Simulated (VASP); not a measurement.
A run of VASP 6.6.1 is set up as follows.

INCAR

```
SYSTEM = Li
ALGO = Fast
EDIFF = 1E-6
ENCUT = 520
GGA = PE
ISIF = 2
ISMEAR = 0
LASPH = .True.
LCHARG = .False.
LREAL = .False.
LWAVE = .False.
NBANDS = 12
NELM = 100
PREC = Accurate
SIGMA = 0.1
```

KPOINTS

```
k-points
0
Gamma
  6 6 4
  0 0 0
```

File POSCAR:

```
Li
1.0
    2.5913124371     -1.5765760320      0.0000000000
    2.5913124371      1.5765760320      0.0000000000
   -1.8997456533      0.0000000000      7.4331225019
Li
3
Direct
    0.2674041423      0.2674041423      0.3330440744
    0.5000000000      0.5000000000      0.0000000000
    0.7325958577      0.7325958577      0.6669559256
```

Potentials or basis: VASP PAW PBE potentials, release 64 (Li_sv).

Launch:

```sh
$ cat potpaw_PBE.64/Li_sv/POTCAR > POTCAR
$ mpirun -np 1 vasp_std > vasp.out
```

**Question.** What does it give for the largest force?

**Answer.** 0.009 eV/Å.

Forces in eV/Å, atoms in the order of the input:
```
Li  -0.007  0.000  0.005
Li   0.000  0.000  0.000
Li   0.007  0.000 -0.005
```

Caveat: the k points lie up to 0.39 Å⁻¹ apart.
